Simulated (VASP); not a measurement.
Sb2P:

```xyz
6
Lattice="0.0000 4.1908 4.1908 4.1908 0.0000 4.1908 4.1908 4.1908 0.0000" Properties=species:S:1:pos:R:3 pbc="T T T"
Sb    5.2385    5.2385    5.2385
Sb    5.2385    3.1431    3.1431
Sb    3.1431    3.1431    5.2385
Sb    3.1431    5.2385    3.1431
P     0.0000    0.0000    0.0000
P     2.0954    2.0954    2.0954
```

| Item | Value |
| --- | --- |
| Program | VASP 6.6.1 |
| Task | relaxation of cell and atoms |
| Functional | r2SCAN |
| Potentials or basis | VASP PAW PBE potentials, release 64 (Sb, P) |
| Cutoff | 600 eV |
| k mesh | 8 × 8 × 8 |
| Occupations | gaussian, width 0.1 eV |
| Spin | no spin polarisation |

At the start: pressure 3.7 GPa; volume 24.53 Å³/atom.

Problem. Where does the relaxation end?

Solution. Over 3 steps the energy falls by 15.6 meV/atom and the volume is 25.95 Å³/atom (+5.8 %); space group Fd-3m (No. 227, to 0.1 Å) before and after.

Step by step:
| step | energy change (eV) | largest force (eV/Å) | pressure (GPa) | volume (Å³) |
| --- | --- | --- | --- | --- |
| 1 | 0.0000 | 0.0000 | 3.72 | 147.20 |
| 2 | -0.0764 | 0.0000 | -1.38 | 159.69 |
| 3 | -0.0939 | 0.0000 | 0.01 | 155.71 |

Final structure:
```xyz
6
Lattice="0.0000 4.2700 4.2700 4.2700 0.0000 4.2700 4.2700 4.2700 0.0000" Properties=species:S:1:pos:R:3 pbc="T T T"
Sb    5.3375    5.3375    5.3375
Sb    5.3375    3.2025    3.2025
Sb    3.2025    3.2025    5.3375
Sb    3.2025    5.3375    3.2025
P     0.0000    0.0000    0.0000
P     2.1350    2.1350    2.1350
```

Caveat: the PAW data sets were made with another functional, which shifts forces and pressure a little.
